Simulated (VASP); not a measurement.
# Al36H in VASP: single point with PBE+D3(BJ)

Aim: the single point of Al36H with PBE+D3(BJ).

All numbers are computed with VASP 6.6.1; they aren't measurements. Logs are shortened: lines on timing, memory, paths and dates and some standing lists are left out, and cuts for length are marked.

### 1 The cell of the first run

The cell holds a slab with vacuum, 37 atoms: a = 5.629 Å, b = 5.629 Å, c = 35.907 Å, α = 90.00°, β = 90.00°, γ = 120.00°.

### 2 Single point, PBE+D3(BJ)

File INCAR:

```
PREC = Accurate
ENCUT = 520
EDIFF = 1E-6
ISMEAR = 0
SIGMA = 0.1
LREAL = Auto
LASPH = T
NELM = 80
ALGO = Fast
ISIF = 2
LWAVE = F
LCHARG = T
LDIPOL = T
IDIPOL = 3
DIPOL = 0.5 0.5 0.378
GGA = PE
IVDW = 12
LELF = T
LVHAR = T
LVACPOTAV = T
NBANDS = 78
```

File KPOINTS:

```
Automatic mesh
0
Gamma
  6 6 1
```

File POSCAR:

```
Al36H
1.0
    5.6288445219      0.0000000000      0.0000000000
   -2.8144222609      4.8747223499      0.0000000000
    0.0000000000      0.0000000000     35.9073562080
Al H
36 1
Direct
    0.1666666667      0.3333333333      0.1113977865
    0.1666666667      0.8333333333      0.1113977865
    0.6666666667      0.3333333333      0.1113977865
    0.6666666667      0.8333333333      0.1113977865
    0.0000000000      0.0000000000      0.1757372983
    0.0000000000      0.5000000000      0.1757372983
    0.5000000000      0.0000000000      0.1757372983
    0.5000000000      0.5000000000      0.1757372983
    0.3333333333      0.1666666667      0.2400768102
    0.3333333333      0.6666666667      0.2400768102
    0.8333333333      0.1666666667      0.2400768102
    0.8333333333      0.6666666667      0.2400768102
    0.0000000000      0.0000000000      0.3044163221
    0.0000000000      0.5000000000      0.3044163221
    0.5000000000      0.0000000000      0.3044163221
    0.5000000000      0.5000000000      0.3044163221
    0.1666666667      0.3333333333      0.3682539347
    0.1666666667      0.8333333333      0.3682539347
    0.6666666667      0.3333333333      0.3682539347
    0.6666666667      0.8333333333      0.3682539347
    0.0000000000      0.0000000000      0.4320699059
    0.0000000000      0.5000000000      0.4320699059
    0.5000000000      0.0000000000      0.4320699059
    0.5000000000      0.5000000000      0.4320699059
    0.3333333333      0.1666666667      0.4967844642
    0.3333333333      0.6666666667      0.4967844642
    0.8333333333      0.1666666667      0.4967844642
    0.8333333333      0.6666666667      0.4967844642
    0.0000000000      0.0000000000      0.5611166564
    0.0000000000      0.5000000000      0.5611166564
    0.5000000000      0.0000000000      0.5611166564
    0.5000000000      0.5000000000      0.5611166564
    0.1666666667      0.3333333333      0.6268174153
    0.1666666667      0.8333333333      0.6268174153
    0.6666666667      0.3333333333      0.6268174153
    0.6666666667      0.8333333333      0.6268174153
    0.2500000000      0.6666666667      0.7215055338
```

Potentials or basis: VASP PAW PBE potentials, release 64 (Al, H).

Launch:

```sh
cat potpaw_PBE.64/Al/POTCAR potpaw_PBE.64/H/POTCAR > POTCAR
mpirun -np 1 vasp_std > vasp.out
```

OUTCAR:

```text
PREC = Accurate
   ENCUT = 520
   EDIFF = 1E-6
   ISMEAR = 0
   LREAL = Auto
   LASPH = T
   NELM = 80
   ISIF = 2
   GGA = PE
   IVDW = 12
 IVDW          = 12

 ion  position               nearest neighbor table
   1  0.167  0.333  0.111-   2 2.81   2 2.81   3 2.81   3 2.81   4 2.81   4 2.81   5 2.82   8 2.82
                             6 2.82
   2  0.167  0.833  0.111-   1 2.81   1 2.81   4 2.81   4 2.81   3 2.81   3 2.81   6 2.82   7 2.82
                             5 2.82
   3  0.667  0.333  0.111-   4 2.81   4 2.81   1 2.81   1 2.81   2 2.81   2 2.81   7 2.82   6 2.82
                             8 2.82
   4  0.667  0.833  0.111-   3 2.81   3 2.81   2 2.81   2 2.81   1 2.81   1 2.81   8 2.82   5 2.82
                             7 2.82
   5  0.000  0.000  0.176-   6 2.81   6 2.81   7 2.81   7 2.81   8 2.81   8 2.81   1 2.82   4 2.82
                             2 2.82  12 2.82   9 2.82  11 2.82
   6  0.000  0.500  0.176-   5 2.81   5 2.81   8 2.81   8 2.81   7 2.81   7 2.81   2 2.82   3 2.82
                             1 2.82  11 2.82  10 2.82  12 2.82
   7  0.500  0.000  0.176-   8 2.81   8 2.81   5 2.81   5 2.81   6 2.81   6 2.81   3 2.82   2 2.82
                             4 2.82  10 2.82  11 2.82   9 2.82
   8  0.500  0.500  0.176-   7 2.81   7 2.81   6 2.81   6 2.81   5 2.81   5 2.81   4 2.82   1 2.82
                             3 2.82   9 2.82  12 2.82  10 2.82
   9  0.333  0.167  0.240-  10 2.81  10 2.81  11 2.81  11 2.81  12 2.81  12 2.81  16 2.82   8 2.82
[... 40 lines left out ...]
                            27 2.82  33 2.86  36 2.86  34 2.86
  30  0.000  0.500  0.561-  29 2.81  29 2.81  32 2.81  32 2.81  31 2.81  31 2.81  27 2.82  26 2.82
                            28 2.82  34 2.86  35 2.86  33 2.86
  31  0.500  0.000  0.561-  32 2.81  32 2.81  29 2.81  29 2.81  30 2.81  30 2.81  26 2.82  27 2.82
                            25 2.82  35 2.86  34 2.86  36 2.86
  32  0.500  0.500  0.561-  31 2.81  31 2.81  30 2.81  30 2.81  29 2.81  29 2.81  25 2.82  28 2.82
                            26 2.82  36 2.86  33 2.86  35 2.86
  33  0.167  0.333  0.627-  34 2.81  34 2.81  35 2.81  35 2.81  36 2.81  36 2.81  29 2.86  32 2.86
                            30 2.86
  34  0.167  0.833  0.627-  33 2.81  33 2.81  36 2.81  36 2.81  35 2.81  35 2.81  30 2.86  31 2.86
                            29 2.86
  35  0.667  0.333  0.627-  36 2.81  36 2.81  33 2.81  33 2.81  34 2.81  34 2.81  31 2.86  30 2.86
                            32 2.86
  36  0.667  0.833  0.627-  35 2.81  35 2.81  34 2.81  34 2.81  33 2.81  33 2.81  32 2.86  29 2.86
                            31 2.86
  37  0.250  0.667  0.722-

  LATTYP: Found a hexagonal cell.
 ALAT       =     5.6288445219
 C/A-ratio  =     6.3791700176

  Lattice vectors:

 A1 = (   5.6288445219,   0.0000000000,   0.0000000000)
 A2 = (  -2.8144222609,   4.8747223499,   0.0000000000)
 A3 = (   0.0000000000,   0.0000000000,  35.9073562080)

Analysis of symmetry for initial positions (statically):
=====================================================================
 Subroutine PRICEL returns:
 Original cell was already a primitive cell.

 Routine SETGRP: Setting up the symmetry group for a
 hexagonal supercell.

 Subroutine GETGRP returns: Found  1 space group operations
 (whereof  1 operations were pure point group operations)
 out of a pool of 24 trial point group operations.

The static configuration has the point symmetry C_1 .

Analysis of symmetry for dynamics (positions and initial velocities):
=====================================================================
 Subroutine PRICEL returns:
 Original cell was already a primitive cell.

 Routine SETGRP: Setting up the symmetry group for a
 hexagonal supercell.

 Subroutine GETGRP returns: Found  1 space group operations
 (whereof  1 operations were pure point group operations)
 out of a pool of 24 trial point group operations.

The dynamic configuration has the point symmetry C_1 .

 Subroutine INISYM returns: Found  1 space group operations
 (whereof  1 operations are pure point group operations),
 and found     1 'primitive' translations

----------------------------------------------------------------------------------------

                                     Primitive cell

  volume of cell :     985.2639

  direct lattice vectors                    reciprocal lattice vectors
     5.628844522  0.000000000  0.000000000     0.177656355  0.102569944  0.000000000
    -2.814422261  4.874722350  0.000000000     0.000000000  0.205139889  0.000000000
     0.000000000  0.000000000 35.907356208     0.000000000  0.000000000  0.027849447

  length of vectors
     5.628844522  5.628844522 35.907356208     0.205139889  0.205139889  0.027849447

  position of ions in fractional coordinates (direct lattice)
     0.166666667  0.333333333  0.111397786
     0.166666667  0.833333333  0.111397786
     0.666666667  0.333333333  0.111397786
     0.666666667  0.833333333  0.111397786
     0.000000000  0.000000000  0.175737298
     1.000000000  0.500000000  0.175737298
[... 29 lines left out ...]
     0.666666667  0.833333333  0.626817415
     0.250000000  0.666666667  0.721505534

  ion indices of the primitive-cell ions
   primitive index   ion index
                 1           1
                 2           2
                 3           3
                 4           4
                 5           5
                 6           6
[... 29 lines left out ...]
                36          36
                37          37

----------------------------------------------------------------------------------------

 KPOINTS: Automatic mesh

Automatic generation of k-mesh.
 Grid dimensions read from file:
 generate k-points for:    6    6    1

 Generating k-lattice:

  Cartesian coordinates                     Fractional coordinates (reciprocal lattice)
     0.029609392  0.017094991  0.000000000     0.166666667 -0.000000000  0.000000000
     0.000000000  0.034189981  0.000000000     0.000000000  0.166666667  0.000000000
     0.000000000  0.000000000  0.027849447     0.000000000  0.000000000  1.000000000

  Length of vectors
     0.034189981  0.034189981  0.027849447

  Shift w.r.t. Gamma in fractional coordinates (k-lattice)
     0.000000000  0.000000000  0.000000000

 Subroutine IBZKPT returns following result:
 ===========================================

 Found     20 irreducible k-points:

 Following reciprocal coordinates:
            Coordinates               Weight
  0.000000  0.000000  0.000000      1.000000
  0.166667  0.000000  0.000000      2.000000
  0.000000  0.166667  0.000000      2.000000
 -0.166667  0.166667  0.000000      2.000000
  0.333333  0.000000  0.000000      2.000000
  0.000000  0.333333  0.000000      2.000000
[... 12 lines left out ...]
  0.500000 -0.166667  0.000000      2.000000
  0.333333  0.333333  0.000000      2.000000
   k-points           NKPTS =     20   k-points in BZ     NKDIM =     20   number of bands    NBANDS=     78
   number of dos      NEDOS =    301   number of ions     NIONS =     37
   total plane-waves  NPLWV = 476280
   dimension x,y,z NGX =    42 NGY =   42 NGZ =  270
   dimension x,y,z NGXF=    84 NGYF=   84 NGZF=  540
   ions per type =              36   1
   NGX,Y,Z   is equivalent  to a cutoff of  12.40, 12.40, 12.50 a.u.
   NGXF,Y,Z  is equivalent  to a cutoff of  24.81, 24.81, 25.00 a.u.
 SYSTEM =  unknown system
   PREC   = accura    normal or accurate (medium, high low for compatibility)
   ISTART =      0    job   : 0-new  1-cont  2-samecut
   ICHARG =      2    charge: 1-file 2-atom 10-const
   ISPIN  =      1    spin polarized calculation?
   LNONCOLLINEAR =      F non collinear calculations
   LSORBIT =      F    spin-orbit coupling
   LASPH  =      T    aspherical Exc in radial PAW
   ENCUT  =  520.0 eV  38.22 Ry    6.18 a.u.  10.47 10.47 66.76*2*pi/ulx,y,z
   NELM   =     80;   NELMIN=  2; NELMDL= -5     # of ELM steps
   EDIFF  = 0.1E-05   stopping-criterion for ELM
   LREAL  =      T    real-space projection
   EDIFFG = 0.1E-04   stopping-criterion for IOM
   NSW    =      0    number of steps for IOM
   IBRION =     -1    ionic relax: 0-MD 1-quasi-New 2-CG
   NFREE  =      0    steps in history (QN), initial steepest desc. (CG)
   ISIF   =      2    stress and relaxation
   ISYM   =      2    0-nonsym 1-usesym 2-fastsym
   POTIM  = 0.5000    time-step for ionic-motion
   TEBEG  =    0.0;   TEEND  =   0.0 temperature during run
   PSTRESS=    0.0 pullay stress
   NELECT =     109.0000    total number of electrons
   NUPDOWN=      -1.0000    fix difference up-down
   EMIN   =  10.00;   EMAX   =-10.00  energy-range for DOS
   EFERMI =   0.00;   METHOD = LEGACY
   ISMEAR =     0;   SIGMA  =   0.10  broadening in eV -4-tet -1-fermi 0-gaus
   EFERMI_NEDOS =   21; number of points for ismear=-14 and -15
   IALGO  =     68    algorithm
   IMIX   =      4    mixing-type and parameters
     AMIX     =   0.40;   BMIX     =  1.00
     AMIX_MAG =   1.60;   BMIX_MAG =  1.00
  volume/ion in A,a.u.               =      26.63       179.70
  Fermi-wavevector in a.u.,A,eV,Ry     =   0.785898  1.485132  8.403442  0.617636
  Thomas-Fermi vector in A             =   1.890327
   LORBIT       =      0    0 simple, 1 ext, 2 COOP (PROOUT), +10 PAW based schemes
   GGA     = PE    functional components
   LHFCALC =     F    Hartree Fock is set to
   AEXX    =    0.0000 exact exchange contribution
   IVDW    =    12    specifies the selected vdW correction
   LEPSILON=     F    determine dielectric tensor
   LRPA    =     F    only Hartree local field effects (RPA)
 non-spin polarized calculation
 RMM-DIIS sequential band-by-band and
 Gauss-broadening in eV      SIGMA  =   0.10
  energy-cutoff  :      520.00
  volume of cell :      985.26
 maximum number of plane-waves:     26641
 NGX is ok and might be reduce to    42
   NGX = 21   NGY = 21   NGZ =133

 dipolmoment           0.000000      0.000000     -0.257991 electrons x Angstroem

 number of electron     109.0000001 magnetization

 dipolmoment           0.000000      0.000000      0.324846 electrons x Angstroem

 Free energy of the ion-electron system (eV)
  ---------------------------------------------------
  ext. energy  EPLUGINS =         0.00000000
  ---------------------------------------------------
  free energy    TOTEN  =      -132.19678049 eV

  energy without entropy =     -132.09912563  energy(sigma->0) =     -132.14795306

 E-fermi :   2.8025     XC(G=0):  -6.6763

 val. band max:        2.8016388627   @ k =  -0.3333   0.1667   0.0000
 cond. band min:       2.8105611459   @ k =  -0.1667   0.3333   0.0000
 fundamental gap:      0.0089222832
 Fermi energy:         2.8024742016

 k-point     1 :       0.0000    0.0000    0.0000
  band No.  band energies     occupation
      1      -8.5024      2.00000
      2      -8.2380      2.00000
      3      -7.8520      2.00000
      4      -7.2993      2.00000
      5      -6.6203      2.00000
      6      -5.8060      2.00000
[... 1369 lines left out ...]
     65       5.4148      0.00000
     66       5.4165      0.00000
 [bands above 66 left out]

------------------------ aborting loop because EDIFF is reached ----------------------------------------

 Edisp (eV)  -11.25017

 E8    (eV) :    -5.0995

  FORCE on cell =-STRESS in cart. coord.  units (eV):
  Direction    XX          YY          ZZ          XY          YZ          ZX
  --------------------------------------------------------------------------------------
  -------------------------------------------------------------------------------------
  Total      -3.89644    -3.92662    -1.15572     0.06729     0.03061    -0.03500
  in kB      -6.33616    -6.38523    -1.87937     0.10942     0.04977    -0.05692
  external pressure =       -4.87 kB  Pullay stress =        0.00 kB

 VOLUME and BASIS-vectors are now :
 -----------------------------------------------------------------------------
  energy-cutoff  :      520.00
  volume of cell :      985.26
      direct lattice vectors                 reciprocal lattice vectors
     5.628844522  0.000000000  0.000000000     0.177656355  0.102569944  0.000000000
    -2.814422261  4.874722350  0.000000000     0.000000000  0.205139889  0.000000000
     0.000000000  0.000000000 35.907356208     0.000000000  0.000000000  0.027849447

 POSITION                                       TOTAL-FORCE (eV/Angst)
 -----------------------------------------------------------------------------------
      0.00000      1.62491      4.00000        -0.006133      0.016408     -0.111960
     -1.40721      4.06227      4.00000         0.012616     -0.012208     -0.114083
      2.81442      1.62491      4.00000         0.006990      0.001462     -0.107738
      1.40721      4.06227      4.00000        -0.013297     -0.005654     -0.111565
      0.00000      0.00000      6.31026         0.009301     -0.002241      0.122064
     -1.40721      2.43736      6.31026         0.021139      0.019532      0.112025
[... 29 lines left out ...]
      1.40721      4.06227     22.50736        -0.003043      0.000268      0.107937
     -0.46907      3.24981     25.90736        -0.014752      0.009442     -0.644771
 -----------------------------------------------------------------------------------
    total drift:                               -0.000001     -0.000050     -0.028900

  FREE ENERGIE OF THE ION-ELECTRON SYSTEM (eV)
  ---------------------------------------------------
  free  energy   TOTEN  =      -143.4469502967 eV

  energy  without entropy=     -143.3492954305  energy(sigma->0) =     -143.39812286

 vacuum level on the upper side and lower side of the slab         9.017         6.874
```

Wall time 1.7 h (1 thread of Oxide Virtual Turin-like, shared host); peak memory 1.4 GiB.

Results:

```
Free energy                : -143.4470 eV
Largest force              : 0.645 eV/Å
Band gap on the k mesh     : zero (an odd number of electrons rules out a gap without spin polarisation)
Dispersion energy per atom : -0.304 eV
```

Forces in eV/Å, atoms in the order of the input:
```
Al  -0.006  0.016 -0.112
Al   0.013 -0.012 -0.114
Al   0.007  0.001 -0.108
Al  -0.013 -0.006 -0.112
Al   0.009 -0.002  0.122
Al   0.021  0.020  0.112
Al  -0.009 -0.027  0.119
Al  -0.022  0.010  0.125
Al   0.004 -0.003 -0.025
Al  -0.011  0.000 -0.028
Al  -0.005  0.010 -0.024
Al   0.010 -0.006 -0.024
Al   0.001 -0.001  0.007
Al   0.019  0.013  0.035
Al  -0.002 -0.023  0.025
Al  -0.018  0.011  0.018
Al  -0.006  0.013  0.004
Al   0.010 -0.011  0.010
Al   0.005  0.001 -0.022
Al  -0.010 -0.003  0.002
Al   0.001 -0.002 -0.002
Al   0.013  0.012  0.002
Al  -0.004 -0.018  0.011
Al  -0.013  0.007  0.022
Al   0.002  0.001  0.002
Al  -0.003  0.000 -0.040
Al   0.005 -0.003  0.003
Al   0.001  0.001 -0.001
Al  -0.002  0.002 -0.019
Al  -0.002  0.000  0.013
Al  -0.004  0.006  0.001
Al   0.006 -0.008 -0.008
Al  -0.011  0.021  0.186
Al   0.031 -0.032  0.320
Al  -0.001  0.002  0.036
Al  -0.003  0.000  0.108
H   -0.015  0.009 -0.645
```

Levels at points of the mesh, in eV from the Fermi level:
```tsv
k point	band 52	band 53	band 54	band 55	band 56	band 57
(0.00, 0.00, 0.00)	-1.28	-1.27	-1.12	-0.55	-0.55	-0.54
(0.50, 0.00, 0.00)	-0.13	-0.10	-0.08	-0.05	0.28	0.42
(0.00, 0.50, 0.00)	-0.13	-0.11	-0.08	-0.04	0.28	0.42
(0.50, 0.50, 0.00)	-0.13	-0.11	-0.08	-0.04	0.28	0.42
```
